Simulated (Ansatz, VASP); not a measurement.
One calculation of Sn3PbS4, two programs

```
Sn Pb S
1.0
     4.16693    0.00000    0.00000
     0.00000    4.16693    0.00000
     0.00000    0.00000   11.78445
Sn Pb S
3 1 4
Cartesian
  0.0000 0.0000 8.8620
  2.0835 2.0835 0.0000
  0.0000 0.0000 2.9224
  2.0835 2.0835 5.8922
  0.0000 0.0000 0.0000
  2.0835 2.0835 2.8949
  0.0000 0.0000 5.8922
  2.0835 2.0835 8.8896
```

Alike in both runs: functional PBE; k mesh 10 × 10 × 4; occupations gaussian, width 0.1 eV; no spin polarisation.

Ansatz relaxed the structure, and its values are those at the end. VASP's run is a single point on that final structure, the one shown.

|  | VASP | Ansatz |
| --- | --- | --- |
| version | VASP 6.6.1 | Ansatz 0.2.0 |
| potentials or method | VASP PAW PBE potentials, release 64 (Sn_d, Pb_d, S), cutoff 520 eV | scalar-relativistic, plane waves, PAW |
| valence electrons in the cell | 80 | 80 |

Ansatz gave:

| Property | Result |
| --- | --- |
| gap on the k mesh at the Fermi level (eV) | 0.12 |
| least direct gap on the mesh (eV) | 0.12 |
| pressure (GPa) | 0.0 |

Problem. Which values does VASP return?

Solution. gap on the k mesh at the Fermi level (eV): 0.12; least direct gap on the mesh (eV): 0.12; pressure (GPa): -0.1.

The functional is the same, so the differences come from potentials, cutoffs and numerics.

Spin-orbit coupling is off throughout.
